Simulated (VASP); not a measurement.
Wanted: the native input for a VASP 6.6.1 run.

| Item | Value |
| --- | --- |
| Task | single point |
| Functional | r2SCAN |
| Potentials or basis | VASP PAW PBE potentials, release 64 (Mg, O) |
| Cutoff | 520 eV |
| k mesh | 10 × 10 × 10 |
| Occupations | gaussian, width 0.05 eV |
| Spin | no spin polarisation |
| Dipole correction | no |
| Further INCAR settings | ALGO = Normal; EDIFF = 1e-06; NBANDS = 11 |

Crystal: MgO.

```xyz
2
Lattice="0.0000 2.1007 2.2057 2.1007 0.0000 2.2057 2.1007 2.1007 0.0000" Properties=species:S:1:pos:R:3 pbc="T T T"
Mg    0.0000    0.0000    0.0000
O     2.1007    2.1007    2.2057
```

This cell differs from its parent crystal: ratio of the length along z to the lengths across it x 1.05, volume and fractional coordinates fixed.

One way to write it, as run:

POSCAR

```
MgO
1.0
    0.0000000000      2.1007060737      2.2057413773
    2.1007060737      0.0000000000      2.2057413773
    2.1007060737      2.1007060737      0.0000000000
Mg O
1 1
Direct
    0.0000000000      0.0000000000      0.0000000000
    0.5000000000      0.5000000000      0.5000000000
```

INCAR.step1

```
ALGO = Normal
EDIFF = 1E-4
ENCUT = 520
GGA = PE
ISMEAR = 0
LASPH = True
LCHARG = False
LREAL = False
LWAVE = True
NBANDS = 11
NELM = 100
PREC = Accurate
SIGMA = 0.05
```

INCAR.step2

```
ALGO = Normal
EDIFF = 1E-6
ENCUT = 520
ISIF = 2
ISMEAR = 0
ISTART = 1
LASPH = True
LCHARG = False
LMIXTAU = True
LREAL = False
LWAVE = False
METAGGA = R2SCAN
NBANDS = 11
NELM = 100
PREC = Accurate
SIGMA = 0.05
```

KPOINTS

```
k-points
0
Gamma
  10 10 10
```

Potentials or basis: VASP PAW PBE potentials, release 64 (Mg, O).

Launch:

```console
$ cat potpaw_PBE.64/Mg/POTCAR potpaw_PBE.64/O/POTCAR > POTCAR
$ cp INCAR.step1 INCAR
$ mpirun -np 1 vasp_std > vasp.out
$ cp INCAR.step2 INCAR
$ mpirun -np 1 vasp_std > vasp.out
```

It gave:

```yaml
Pressure: -7.5 GPa
Band_gap_on_the_k_mesh: 5.12 eV
```

Caveat: the cell stands under tension; the PAW data sets were made with another functional, which shifts forces and pressure a little.

Run time: 100 s on 1 thread of Intel Xeon 8259CL (shared host), peak memory 0.16 GiB.
